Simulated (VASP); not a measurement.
# AlN (F-43m) in VASP: relaxation of cell and atoms with HSE06

Aim: the relaxation of cell and atoms of AlN with HSE06.

Everything below comes from runs of VASP 6.6.1. Logs are shortened: lines on timing, memory, paths and dates and some standing lists are left out, and cuts for length are marked.

**1. The cell of the first run**

It takes space group F-43m (No. 216, cubic). The conventional cell has a = 4.370 Å, b = 4.370 Å, c = 4.370 Å, α = 90.00°, β = 90.00°, γ = 90.00°. Al (site symmetry -43m) has 4 N at 1.89 Å within 2.5 Å. Within 2.5 Å of N (site symmetry -43m) lie 4 Al at 1.89 Å.

**2. Relaxation of cell and atoms, HSE06**

Contents of POSCAR:

```
AlN
1.0
    0.0000000000      2.1848764832      2.1848764832
    2.1848764832      0.0000000000      2.1848764832
    2.1848764832      2.1848764832      0.0000000000
Al N
1 1
Direct
    0.0000000000      0.0000000000      0.0000000000
    0.7500000000      0.7500000000      0.7500000000
```

Contents of INCAR.step1:

```
SYSTEM = AlN
PREC = Accurate
ENCUT = 600
EDIFF = 1E-5
ISMEAR = -1
SIGMA = 0.02
LREAL = .False.
LASPH = .True.
NELM = 80
ALGO = Normal
LWAVE = .True.
LCHARG = .False.
GGA = PE
NBANDS = 11
```

Contents of INCAR.step2:

```
SYSTEM = AlN
PREC = Accurate
ENCUT = 600
EDIFF = 1E-6
ISMEAR = -1
SIGMA = 0.02
LREAL = .False.
LASPH = .True.
NELM = 80
ALGO = Normal
ISIF = 3
LWAVE = .False.
LCHARG = .False.
GGA = PE
LHFCALC = .True.
HFSCREEN = 0.2079
PRECFOCK = Normal
IBRION = 2
NSW = 80
EDIFFG = -0.005
ISTART = 1
```

Contents of KPOINTS:

```
Automatic mesh
0
Gamma
  6 6 6
  0 0 0
```

Potentials or basis: VASP PAW PBE potentials, release 64 (Al, N).

Command:

```bash
cat potpaw_PBE.64/Al/POTCAR potpaw_PBE.64/N/POTCAR > POTCAR
cp INCAR.step1 INCAR
mpirun -np 1 vasp_std > vasp.out
cp INCAR.step2 INCAR
mpirun -np 1 vasp_std > vasp.out
```

OUTCAR:

```text
SYSTEM = AlN
   PREC = Accurate
   ENCUT = 600
   EDIFF = 1E-6
   ISMEAR = -1
   LREAL = .False.
   LASPH = .True.
   NELM = 80
   ISIF = 3
   GGA = PE
   LHFCALC = .True.
   HFSCREEN = 0.2079
   PRECFOCK = Normal
   IBRION = 2
   NSW = 80
   EDIFFG = -0.005
   ISTART = 1

 ion  position               nearest neighbor table
   1  0.000  0.000  0.000-   2 1.89   2 1.89   2 1.89   2 1.89
   2  0.750  0.750  0.750-   1 1.89   1 1.89   1 1.89   1 1.89

  LATTYP: Found a face centered cubic cell.
 ALAT       =     4.3697529664

  Lattice vectors:

 A1 = (   0.0000000000,   2.1848764832,   2.1848764832)
 A2 = (   2.1848764832,   0.0000000000,   2.1848764832)
 A3 = (   2.1848764832,   2.1848764832,   0.0000000000)

Analysis of symmetry for initial positions (statically):
=====================================================================
 Subroutine PRICEL returns:
 Original cell was already a primitive cell.

 Routine SETGRP: Setting up the symmetry group for a
 face centered cubic supercell.

 Subroutine GETGRP returns: Found 24 space group operations
 (whereof 24 operations were pure point group operations)
 out of a pool of 48 trial point group operations.

The static configuration has the point symmetry T_d .

Analysis of symmetry for dynamics (positions and initial velocities):
=====================================================================
 Subroutine PRICEL returns:
 Original cell was already a primitive cell.

 Routine SETGRP: Setting up the symmetry group for a
 face centered cubic supercell.

 Subroutine GETGRP returns: Found 24 space group operations
 (whereof 24 operations were pure point group operations)
 out of a pool of 48 trial point group operations.

The dynamic configuration has the point symmetry T_d .

 Subroutine INISYM returns: Found 24 space group operations
 (whereof 24 operations are pure point group operations),
 and found     1 'primitive' translations

----------------------------------------------------------------------------------------

                                     Primitive cell

  volume of cell :      20.8598

  direct lattice vectors                    reciprocal lattice vectors
     0.000000000  2.184876483  2.184876483    -0.228845888  0.228845888  0.228845888
     2.184876483  0.000000000  2.184876483     0.228845888 -0.228845888  0.228845888
     2.184876483  2.184876483  0.000000000     0.228845888  0.228845888 -0.228845888

  length of vectors
     3.089881955  3.089881955  3.089881955     0.396372706  0.396372706  0.396372706

  position of ions in fractional coordinates (direct lattice)
     0.000000000  0.000000000  0.000000000
     0.750000000  0.750000000  0.750000000

  ion indices of the primitive-cell ions
   primitive index   ion index
                 1           1
                 2           2

----------------------------------------------------------------------------------------

 KPOINTS: Automatic mesh

Automatic generation of k-mesh.
 Grid dimensions read from file:
 generate k-points for:    6    6    6

 Generating k-lattice:

  Cartesian coordinates                     Fractional coordinates (reciprocal lattice)
    -0.038140981  0.038140981  0.038140981     0.166666667  0.000000000  0.000000000
     0.038140981 -0.038140981  0.038140981     0.000000000  0.166666667  0.000000000
     0.038140981  0.038140981 -0.038140981     0.000000000  0.000000000  0.166666667

  Length of vectors
     0.066062118  0.066062118  0.066062118

  Shift w.r.t. Gamma in fractional coordinates (k-lattice)
     0.000000000  0.000000000  0.000000000

 Subroutine IBZKPT returns following result:
 ===========================================

 Found     16 irreducible k-points:

 Following reciprocal coordinates:
            Coordinates               Weight
  0.000000  0.000000  0.000000      1.000000
  0.166667  0.000000  0.000000      8.000000
  0.333333  0.000000  0.000000      8.000000
  0.500000  0.000000  0.000000      4.000000
  0.166667  0.166667  0.000000      6.000000
  0.333333  0.166667  0.000000     24.000000
[... 8 lines left out ...]
 -0.333333  0.333333  0.166667     24.000000
 -0.333333  0.500000  0.166667     12.000000
   k-points           NKPTS =     16   k-points in BZ     NKDIM =    216   number of bands    NBANDS=      8
   number of dos      NEDOS =    301   number of ions     NIONS =      2
   total plane-waves  NPLWV =  21952
   dimension x,y,z NGX =    28 NGY =   28 NGZ =   28
   dimension x,y,z NGXF=    56 NGYF=   56 NGZF=   56
   ions per type =               1   1
   NGX,Y,Z   is equivalent  to a cutoff of  15.06, 15.06, 15.06 a.u.
   NGXF,Y,Z  is equivalent  to a cutoff of  30.13, 30.13, 30.13 a.u.
 SYSTEM =  AlN
   PREC   = accura    normal or accurate (medium, high low for compatibility)
   ISTART =      1    job   : 0-new  1-cont  2-samecut
   ICHARG =      0    charge: 1-file 2-atom 10-const
   ISPIN  =      1    spin polarized calculation?
   LNONCOLLINEAR =      F non collinear calculations
   LSORBIT =      F    spin-orbit coupling
   LASPH  =      T    aspherical Exc in radial PAW
   ENCUT  =  600.0 eV  44.10 Ry    6.64 a.u.   6.17  6.17  6.17*2*pi/ulx,y,z
   NELM   =     80;   NELMIN=  2; NELMDL=  0     # of ELM steps
   EDIFF  = 0.1E-05   stopping-criterion for ELM
   LREAL  =      F    real-space projection
   EDIFFG = -.5E-02   stopping-criterion for IOM
   NSW    =     80    number of steps for IOM
   IBRION =      2    ionic relax: 0-MD 1-quasi-New 2-CG
   NFREE  =      1    steps in history (QN), initial steepest desc. (CG)
   ISIF   =      3    stress and relaxation
   ISYM   =      3    0-nonsym 1-usesym 2-fastsym
   POTIM  = 0.5000    time-step for ionic-motion
   TEBEG  =    0.0;   TEEND  =   0.0 temperature during run
   PSTRESS=    0.0 pullay stress
   NELECT =       8.0000    total number of electrons
   NUPDOWN=      -1.0000    fix difference up-down
   EMIN   =  10.00;   EMAX   =-10.00  energy-range for DOS
   EFERMI =   0.00;   METHOD = LEGACY
   ISMEAR =    -1;   SIGMA  =   0.02  broadening in eV -4-tet -1-fermi 0-gaus
   EFERMI_NEDOS =   21; number of points for ismear=-14 and -15
   IALGO  =     38    algorithm
   IMIX   =      1    mixing-type and parameters
     AMIX     =   0.40;   BMIX     =  1.00
     AMIX_MAG =   1.60;   BMIX_MAG =  1.00
  volume/ion in A,a.u.               =      10.43        70.38
  Fermi-wavevector in a.u.,A,eV,Ry     =   1.189418  2.247675 19.248377  1.414716
  Thomas-Fermi vector in A             =   2.325526
   LORBIT       =      0    0 simple, 1 ext, 2 COOP (PROOUT), +10 PAW based schemes
   GGA     = PE    functional components
   LHFCALC =     T    Hartree Fock is set to
   PRECFOCK=normal    Normal, Fast or Accurate (Low or Medium for compatibility)
   ENCUT4O =  -1.0   cutoff for four orbital integrals eV
   NKREDX  =     1    reduce k-point grid by
   NKREDY  =     1    reduce k-point grid by
   NKREDZ  =     1    reduce k-point grid by
   AEXX    =    0.2500 exact exchange contribution
   HFSCREEN=    0.2079 screening length (either q_TF or 0.3 A-1)
   HFSCREENC=   0.2079 screening length for correlation (either q_TF or 0.3 A-1)
   ENCUTFOCK=  -1.0 apply spherical cutoff to Coloumb kernel
   IVDW    =     0    specifies the selected vdW correction
   LEPSILON=     F    determine dielectric tensor
   LRPA    =     F    only Hartree local field effects (RPA)
 conjugate gradient relaxation of ions
 non-spin polarized calculation
  energy-cutoff  :      600.00
  volume of cell :       20.86
 maximum number of plane-waves:       725
 NGX is ok and might be reduce to    28
  NGX = 20; NGY = 20; NGZ = 20

--------------------------------------- Ionic step        1  -------------------------------------------

 number of electron       7.9999999 magnetization

 Free energy of the ion-electron system (eV)
  ---------------------------------------------------
  ext. energy  EPLUGINS =         0.00000000
  ---------------------------------------------------
  free energy    TOTEN  =       -17.39489807 eV

  energy without entropy =      -17.39489807  energy(sigma->0) =      -17.39489807

------------------------ aborting loop because EDIFF is reached ----------------------------------------

  FORCE on cell =-STRESS in cart. coord.  units (eV):
  Direction    XX          YY          ZZ          XY          YZ          ZX
  --------------------------------------------------------------------------------------
  -------------------------------------------------------------------------------------
  Total       -0.1088602     -0.1088602     -0.1088602     -0.0000000     -0.0000000      0.0000000
  in kB       -8.3612048     -8.3612048     -8.3612048     -0.0000000     -0.0000000      0.0000000
  external PRESSURE =      -8.3612048 kB  Pullay stress =       0.0000000 kB

 VOLUME and BASIS-vectors are now :
 -----------------------------------------------------------------------------
  energy-cutoff  :      600.00
  volume of cell :       20.86
      direct lattice vectors                 reciprocal lattice vectors
     0.000000000  2.184876483  2.184876483    -0.228845888  0.228845888  0.228845888
     2.184876483  0.000000000  2.184876483     0.228845888 -0.228845888  0.228845888
     2.184876483  2.184876483  0.000000000     0.228845888  0.228845888 -0.228845888
[... 37 lines left out ...]
 POSITION                                       TOTAL-FORCE (eV/Angst)
 -----------------------------------------------------------------------------------
      4.35828      2.17914      2.17914         0.000000      0.000000      0.000000
      3.26871      3.26871      3.26871        -0.000000     -0.000000     -0.000000
 -----------------------------------------------------------------------------------
    total drift:                               -0.000001     -0.000002     -0.000001

  FREE ENERGIE OF THE ION-ELECTRON SYSTEM (eV)
  ---------------------------------------------------
  free  energy   TOTEN  =       -17.3948953744 eV

  energy  without entropy=      -17.3948953744  energy(sigma->0) =      -17.39489537

--------------------------------------- Ionic step        3  -------------------------------------------

 number of electron       7.9999999 magnetization

 Free energy of the ion-electron system (eV)
  ---------------------------------------------------
  ext. energy  EPLUGINS =         0.00000000
  ---------------------------------------------------
  free energy    TOTEN  =       -17.39511194 eV

  energy without entropy =      -17.39511194  energy(sigma->0) =      -17.39511194

 E-fermi :   5.5053     XC(G=0):  -9.0226

 val. band max:        5.0704898009   @ k =   0.0000   0.0000   0.0000
 cond. band min:       9.6267358415   @ k =   0.5000   0.5000   0.0000
 fundamental gap:      4.5562460406
 Fermi energy:         5.5053178322

 k-point     1 :       0.0000    0.0000    0.0000
  band No.  band energies     occupation
      1     -11.4228      2.00000
      2       5.0705      2.00000
      3       5.0705      2.00000
      4       5.0705      2.00000
      5      10.6483      0.00000
      6      19.3384      0.00000
      7      19.3384      0.00000
      8      19.3384      0.00000

 k-point     2 :       0.1667    0.0000    0.0000
  band No.  band energies     occupation
      1     -10.9953      2.00000
      2       3.1005      2.00000
      3       4.9238      2.00000
      4       4.9238      2.00000
      5      12.1356      0.00000
      6      18.4351      0.00000
      7      19.5325      0.00000
      8      19.5325      0.00000
[... 174 lines left out ...]
 POSITION                                       TOTAL-FORCE (eV/Angst)
 -----------------------------------------------------------------------------------
     -0.00000      0.00000      0.00000         0.000000      0.000000      0.000000
      3.27304      3.27304      3.27304        -0.000000     -0.000000     -0.000000
 -----------------------------------------------------------------------------------
    total drift:                                0.000001      0.000001      0.000001

  FREE ENERGIE OF THE ION-ELECTRON SYSTEM (eV)
  ---------------------------------------------------
  free  energy   TOTEN  =       -17.3951119381 eV

  energy  without entropy=      -17.3951119381  energy(sigma->0) =      -17.39511194

 reached required accuracy - stopping structural energy minimisation
```

Run time: 9.2 min. Hardware: 1 thread of Intel Xeon Platinum 8488C (Sapphire Rapids), shared host; peak memory 0.26 GiB.

Results:

```
Free energy                           : -17.3951 eV
Relaxed volume                        : 10.39 Å³/atom
Relaxed cell                          : a = 3.086 Å, b = 3.086 Å, c = 3.086 Å, α = 60.00°, β = 60.00°, γ = 60.00°
Space group after relaxing (to 0.1 Å) : F-43m (No. 216)
Energy gained by relaxing             : 0.1 meV/atom
Ionic steps                           : 3
Pressure after relaxing               : 0.0 GPa
Band gap on the k mesh                : 4.56 eV (least direct gap 5.58 eV)
```

The path:
```tsv
step	energy change (eV)	largest force (eV/Å)	pressure (GPa)	volume (Å³)
1	0.0000	0.0000	-0.84	20.86
2	0.0000	0.0000	0.83	20.70
3	-0.0002	0.0000	0.01	20.78
```

Final structure:
```cif
data_structure
_symmetry_space_group_name_H-M 'P 1'
_symmetry_Int_Tables_number 1
_cell_length_a 3.0859
_cell_length_b 3.0859
_cell_length_c 3.0859
_cell_angle_alpha 60.000
_cell_angle_beta 60.000
_cell_angle_gamma 60.000
_cell_volume 20.78
loop_
_atom_site_label
_atom_site_type_symbol
_atom_site_fract_x
_atom_site_fract_y
_atom_site_fract_z
_atom_site_occupancy
Al1 Al 0.00000 0.00000 0.00000 1
N1 N 0.75000 0.75000 0.75000 1
```

Caveat: the PAW data sets were made with another functional, which shifts forces and pressure a little. A k mesh can miss the band edges.
